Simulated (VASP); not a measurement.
# SnO (P4/nmm) in VASP: notebook

Aim: see how the results for SnO move with the level of theory and the settings. Levels: PBE+D3(BJ), LDA, PBE, HSE06. Tasks: single point.

Everything below comes from runs of VASP 6.6.1. Logs are shortened: lines on timing, memory, paths and dates and some standing lists are left out, and cuts for length are marked.

## Step 1: The cell of the first run

Symmetry: P4/nmm, No. 129, tetragonal system. Conventional cell: a = 3.835 Å, b = 3.835 Å, c = 4.761 Å, α = 90.00°, β = 90.00°, γ = 90.00°. Sn (site symmetry 4mm) has 4 O at 2.24 Å within 3.0 Å. O (site symmetry -4m2) has 4 Sn at 2.24 Å and 4 O at 2.71 Å within 3.0 Å.

## Step 2: Single point, PBE+D3(BJ)

Input file INCAR:

```
SYSTEM = SnO
ALGO     = Normal         ! electronic algorithm
EDIFF    = 1E-6           ! SCF threshold, eV
ENCUT    = 1340           ! plane-wave cutoff, eV
GGA      = PE             ! functional
GGA_COMPAT= .False.      
ISIF     = 2              ! what is computed and relaxed
ISMEAR   = -1             ! smearing method
IVDW     = 12             ! dispersion correction
LASPH    = .True.         ! aspherical terms in the spheres
LCHARG   = .True.         ! write CHGCAR
LELF     = .True.         ! ELF
LREAL    = .False.        ! projectors in reciprocal space
LVHAR    = .True.       
LWAVE    = .False.        ! write WAVECAR
NBANDS   = 28             ! bands
NELM     = 120            ! most SCF steps
PREC     = Accurate       ! precision mode
SIGMA    = 0.02           ! smearing width, eV
```

Input file KPOINTS:

```
k-points
0
Gamma
  6 6 6
  0 0 0
```

Input file POSCAR:

```
SnO
1.0
    3.8352661195      0.0000000000      0.0000000000
    0.0000000000      3.8352661195      0.0000000000
    0.0000000000      0.0000000000      4.7605544001
Sn O
2 2
Direct
    0.5000000000      0.0000000000      0.2435793413
    0.0000000000      0.5000000000      0.7564206587
    0.0000000000      0.0000000000      0.0000000000
    0.5000000000      0.5000000000      0.0000000000
```

Potentials or basis: VASP PAW PBE potentials, release 64 (Sn_d, O_h).

On the command line:

```bash
> cat potpaw_PBE.64/Sn_d/POTCAR potpaw_PBE.64/O_h/POTCAR > POTCAR
> mpirun -np 1 vasp_std > vasp.out
```

OUTCAR:

```text
SYSTEM = SnO
   EDIFF = 1E-6
   ENCUT = 1340
   GGA = PE
   ISIF = 2
   ISMEAR = -1
   IVDW = 12
   LASPH = .True.
   LREAL = .False.
   NELM = 120
   PREC = Accurate
 IVDW          = 12

 ion  position               nearest neighbor table
   1  0.500  0.000  0.244-   3 2.24   4 2.24   4 2.24   3 2.24   2 3.57   2 3.57   2 3.57   2 3.57
                             2 3.65   2 3.65   2 3.65   2 3.65
   2  0.000  0.500  0.756-   3 2.24   4 2.24   3 2.24   4 2.24   1 3.57   1 3.57   1 3.57   1 3.57
                             1 3.65   1 3.65   1 3.65   1 3.65
   3  0.000  0.000  0.000-   1 2.24   2 2.24   2 2.24   1 2.24
   4  0.500  0.500  0.000-   1 2.24   2 2.24   1 2.24   2 2.24

  LATTYP: Found a simple tetragonal cell.
 ALAT       =     3.8352661195
 C/A-ratio  =     1.2412579080

  Lattice vectors:

 A1 = (   3.8352661195,   0.0000000000,   0.0000000000)
 A2 = (   0.0000000000,   3.8352661195,   0.0000000000)
 A3 = (   0.0000000000,   0.0000000000,   4.7605544001)

Analysis of symmetry for initial positions (statically):
=====================================================================
 Subroutine PRICEL returns:
 Original cell was already a primitive cell.

 Routine SETGRP: Setting up the symmetry group for a
 simple tetragonal supercell.

 Subroutine GETGRP returns: Found 16 space group operations
 (whereof  8 operations were pure point group operations)
 out of a pool of 16 trial point group operations.

The static configuration has the point symmetry D_2d.
 The point group associated with its full space group is D_4h.

Analysis of symmetry for dynamics (positions and initial velocities):
=====================================================================
 Subroutine PRICEL returns:
 Original cell was already a primitive cell.

 Routine SETGRP: Setting up the symmetry group for a
 simple tetragonal supercell.

 Subroutine GETGRP returns: Found 16 space group operations
 (whereof  8 operations were pure point group operations)
 out of a pool of 16 trial point group operations.

The dynamic configuration has the point symmetry D_2d.
 The point group associated with its full space group is D_4h.

 Subroutine INISYM returns: Found 16 space group operations
 (whereof  8 operations are pure point group operations),
 and found     1 'primitive' translations

----------------------------------------------------------------------------------------

                                     Primitive cell

  volume of cell :      70.0243

  direct lattice vectors                    reciprocal lattice vectors
     3.835266119  0.000000000  0.000000000     0.260738100  0.000000000  0.000000000
     0.000000000  3.835266119  0.000000000     0.000000000  0.260738100  0.000000000
     0.000000000  0.000000000  4.760554400     0.000000000  0.000000000  0.210059568

  length of vectors
     3.835266119  3.835266119  4.760554400     0.260738100  0.260738100  0.210059568

  position of ions in fractional coordinates (direct lattice)
     0.500000000  0.000000000  0.243579341
     0.000000000  0.500000000  0.756420659
     0.000000000  0.000000000  0.000000000
     0.500000000  0.500000000  0.000000000

  ion indices of the primitive-cell ions
   primitive index   ion index
                 1           1
                 2           2
                 3           3
                 4           4

----------------------------------------------------------------------------------------

 KPOINTS: k-points

Automatic generation of k-mesh.
 Grid dimensions read from file:
 generate k-points for:    6    6    6

 Generating k-lattice:

  Cartesian coordinates                     Fractional coordinates (reciprocal lattice)
     0.043456350  0.000000000  0.000000000     0.166666667  0.000000000  0.000000000
     0.000000000  0.043456350  0.000000000     0.000000000  0.166666667  0.000000000
     0.000000000  0.000000000  0.035009928     0.000000000  0.000000000  0.166666667

  Length of vectors
     0.043456350  0.043456350  0.035009928

  Shift w.r.t. Gamma in fractional coordinates (k-lattice)
     0.000000000  0.000000000  0.000000000

 Subroutine IBZKPT returns following result:
 ===========================================

 Found     40 irreducible k-points:

 Following reciprocal coordinates:
            Coordinates               Weight
  0.000000  0.000000  0.000000      1.000000
  0.166667  0.000000  0.000000      4.000000
  0.333333  0.000000  0.000000      4.000000
  0.500000  0.000000  0.000000      2.000000
  0.166667  0.166667  0.000000      4.000000
  0.333333  0.166667  0.000000      8.000000
[... 16 lines left out ...]
  0.333333  0.000000  0.333333      8.000000
  0.500000  0.000000  0.333333      4.000000
 [... further k-points ...]
   k-points           NKPTS =     40   k-points in BZ     NKDIM =     40   number of bands    NBANDS=     28
   number of dos      NEDOS =    301   number of ions     NIONS =      4
   total plane-waves  NPLWV = 138240
   dimension x,y,z NGX =    48 NGY =   48 NGZ =   60
   dimension x,y,z NGXF=    96 NGYF=   96 NGZF=  120
   ions per type =               2   2
   NGX,Y,Z   is equivalent  to a cutoff of  20.81, 20.81, 20.95 a.u.
   NGXF,Y,Z  is equivalent  to a cutoff of  41.61, 41.61, 41.91 a.u.
 SYSTEM =  SnO
   PREC   = accura    normal or accurate (medium, high low for compatibility)
   ISTART =      0    job   : 0-new  1-cont  2-samecut
   ICHARG =      2    charge: 1-file 2-atom 10-const
   ISPIN  =      1    spin polarized calculation?
   LNONCOLLINEAR =      F non collinear calculations
   LSORBIT =      F    spin-orbit coupling
   LASPH  =      T    aspherical Exc in radial PAW
   ENCUT  = 1340.0 eV  98.49 Ry    9.92 a.u.  11.45 11.45 14.21*2*pi/ulx,y,z
   NELM   =    120;   NELMIN=  2; NELMDL= -5     # of ELM steps
   EDIFF  = 0.1E-05   stopping-criterion for ELM
   LREAL  =      F    real-space projection
   EDIFFG = 0.1E-04   stopping-criterion for IOM
   NSW    =      0    number of steps for IOM
   IBRION =     -1    ionic relax: 0-MD 1-quasi-New 2-CG
   NFREE  =      0    steps in history (QN), initial steepest desc. (CG)
   ISIF   =      2    stress and relaxation
   ISYM   =      2    0-nonsym 1-usesym 2-fastsym
   POTIM  = 0.5000    time-step for ionic-motion
   TEBEG  =    0.0;   TEEND  =   0.0 temperature during run
   PSTRESS=    0.0 pullay stress
   NELECT =      40.0000    total number of electrons
   NUPDOWN=      -1.0000    fix difference up-down
   EMIN   =  10.00;   EMAX   =-10.00  energy-range for DOS
   EFERMI =   0.00;   METHOD = LEGACY
   ISMEAR =    -1;   SIGMA  =   0.02  broadening in eV -4-tet -1-fermi 0-gaus
   EFERMI_NEDOS =   21; number of points for ismear=-14 and -15
   IALGO  =     38    algorithm
   IMIX   =      4    mixing-type and parameters
     AMIX     =   0.40;   BMIX     =  1.00
     AMIX_MAG =   1.60;   BMIX_MAG =  1.00
  volume/ion in A,a.u.               =      17.51       118.14
  Fermi-wavevector in a.u.,A,eV,Ry     =   1.358351  2.566911 25.104344  1.845117
  Thomas-Fermi vector in A             =   2.485192
   LORBIT       =      0    0 simple, 1 ext, 2 COOP (PROOUT), +10 PAW based schemes
   GGA     = PE    functional components
   LHFCALC =     F    Hartree Fock is set to
   AEXX    =    0.0000 exact exchange contribution
   IVDW    =    12    specifies the selected vdW correction
   LEPSILON=     F    determine dielectric tensor
   LRPA    =     F    only Hartree local field effects (RPA)
 non-spin polarized calculation
  energy-cutoff  :     1340.00
  volume of cell :       70.02
 maximum number of plane-waves:      7841
 NGX is ok and might be reduce to    48
   NGX = 23   NGY = 23   NGZ = 29

 number of electron      40.0000002 magnetization

 Free energy of the ion-electron system (eV)
  ---------------------------------------------------
  ext. energy  EPLUGINS =         0.00000000
  ---------------------------------------------------
  free energy    TOTEN  =       -22.70378241 eV

  energy without entropy =      -22.70333139  energy(sigma->0) =      -22.70355690

 E-fermi :   7.3079     XC(G=0): -10.2830

 val. band max:        7.2341347975   @ k =   0.1667   0.0000   0.0000
 cond. band min:       7.3180715789   @ k =   0.5000   0.5000   0.0000
 fundamental gap:      0.0839367814
 Fermi energy:         7.3078871944

 k-point     1 :       0.0000    0.0000    0.0000
  band No.  band energies     occupation
      1     -14.6067      2.00000
      2     -14.2147      2.00000
      3     -14.2147      2.00000
      4     -14.2055      2.00000
      5     -14.1750      2.00000
      6     -14.1668      2.00000
[... 20 lines left out ...]
     27      13.9947      0.00000
     28      14.4043      0.00000

 k-point     2 :       0.1667    0.0000    0.0000
  band No.  band energies     occupation
      1     -14.5912      2.00000
      2     -14.2158      2.00000
      3     -14.2097      2.00000
      4     -14.2074      2.00000
      5     -14.1759      2.00000
      6     -14.1716      2.00000
[... 20 lines left out ...]
     27      14.2453      0.00000
     28      16.1995      0.00000

 k-point     3 :       0.3333    0.0000    0.0000
  band No.  band energies     occupation
      1     -14.5484      2.00000
      2     -14.3524      2.00000
      3     -14.1949      2.00000
      4     -14.1894      2.00000
      5     -14.1764      2.00000
      6     -14.1720      2.00000
[... 20 lines left out ...]
     27      14.7087      0.00000
     28      17.3818      0.00000

 k-point     4 :       0.5000    0.0000    0.0000
  band No.  band energies     occupation
      1     -14.4733      2.00000
      2     -14.4733      2.00000
      3     -14.1777      2.00000
      4     -14.1777      2.00000
      5     -14.1765      2.00000
      6     -14.1765      2.00000
[... 578 lines left out ...]
     27      15.3434      0.00000
     28      16.3687      0.00000

 k-point    23 :       0.3333    0.0000    0.3333
  band No.  band energies     occupation
      1     -14.5492      2.00000
      2     -14.3777      2.00000
      3     -14.2104      2.00000
      4     -14.1894      2.00000
      5     -14.1766      2.00000
      6     -14.1746      2.00000
[... 20 lines left out ...]
     27      15.8015      0.00000
     28      17.5444      0.00000

 k-point    24 :       0.5000    0.0000    0.3333
  band No.  band energies     occupation
      1     -14.4878      2.00000
      2     -14.4878      2.00000
      3     -14.2074      2.00000
      4     -14.2074      2.00000
      5     -14.1704      2.00000
      6     -14.1704      2.00000
[... 20 lines left out ...]
     27      16.4817      0.00000
     28      16.4817      0.00000

 [... further k-points ...]

------------------------ aborting loop because EDIFF is reached ----------------------------------------

 Edisp (eV)   -0.93997

 E8    (eV) :    -0.4079

  FORCE on cell =-STRESS in cart. coord.  units (eV):
  Direction    XX          YY          ZZ          XY          YZ          ZX
  --------------------------------------------------------------------------------------
  -------------------------------------------------------------------------------------
  Total       0.06948     0.06948     0.07761     0.00000    -0.00000     0.00000
  in kB       1.58962     1.58962     1.77579     0.00000    -0.00000     0.00000
  external pressure =        1.65 kB  Pullay stress =        0.00 kB

 VOLUME and BASIS-vectors are now :
 -----------------------------------------------------------------------------
  energy-cutoff  :     1340.00
  volume of cell :       70.02
      direct lattice vectors                 reciprocal lattice vectors
     3.835266119  0.000000000  0.000000000     0.260738100  0.000000000  0.000000000
     0.000000000  3.835266119  0.000000000     0.000000000  0.260738100  0.000000000
     0.000000000  0.000000000  4.760554400     0.000000000  0.000000000  0.210059568

 POSITION                                       TOTAL-FORCE (eV/Angst)
 -----------------------------------------------------------------------------------
      1.91763      0.00000      1.15957         0.000000      0.000000      0.070135
      0.00000      1.91763      3.60098        -0.000000      0.000000     -0.070135
      0.00000      0.00000      0.00000        -0.000000      0.000000      0.000000
      1.91763      1.91763      0.00000         0.000000      0.000000      0.000000
 -----------------------------------------------------------------------------------
    total drift:                                0.000000      0.000000     -0.000000

  FREE ENERGIE OF THE ION-ELECTRON SYSTEM (eV)
  ---------------------------------------------------
  free  energy   TOTEN  =       -23.6437524495 eV

  energy  without entropy=      -23.6433014279  energy(sigma->0) =      -23.64352694
```

Run time: 2.5 min. Hardware: 1 thread of Intel Xeon 6975P-C (Granite Rapids), shared host; peak memory 0.51 GiB.

What came out:

```yaml
Free_energy: -23.6438 eV
Pressure: 0.2 GPa
Largest_force: 0.070 eV/Å
Band_gap_on_the_k_mesh: zero (filled and empty bands overlap)
Dispersion_energy_per_atom: -0.235 eV
```

Forces in eV/Å, atoms in the order of the input:
```
Sn   0.000  0.000  0.070
Sn   0.000  0.000 -0.070
O    0.000  0.000  0.000
O    0.000  0.000  0.000
```

Caveat: semilocal functionals underestimate gaps, and a narrow one can read as zero; spin-orbit coupling is left out, which moves the levels of the heavy elements.

(Part 1 of 2 ends here.)

The gap in the log of VASP goes by the Fermi energy; the results here count the filled bands.